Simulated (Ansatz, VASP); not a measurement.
**One calculation of Al, two programs**

```
Al
1.0
     2.81666    0.00000    0.00000
    -1.40833    2.43930    0.00000
     0.00000    0.00000    4.64448
Al
2
Direct
  0.66667 0.33333 0.75000
  0.33333 0.66667 0.25000
```

Alike in both runs: functional LDA; k mesh 18 × 18 × 10; occupations fermi-dirac, width 0.15 eV; no spin polarisation.

Ansatz relaxed the structure, and its values are those at the end. VASP's run is a single point on that final structure, the one shown.

|  | VASP | Ansatz |
| --- | --- | --- |
| version | VASP 6.6.1 | Ansatz 0.2.0 |
| potentials or method | VASP PAW LDA potentials, release 64 (Al), cutoff 520 eV | scalar-relativistic, plane waves, PAW |
| valence electrons in the cell | 6 | 6 |

|  | VASP | Ansatz | Ansatz less VASP |
| --- | --- | --- | --- |
| gap on the k mesh at the Fermi level (eV) | none | none | - |
| pressure (GPa) | 0.1 | 0.0 | -0.08 |

LDA's correlation is that of Perdew and Zunger in VASP and of Perdew and Wang (1992) in Ansatz. A gap of «none» marks a metal or a gap that the smearing closes.
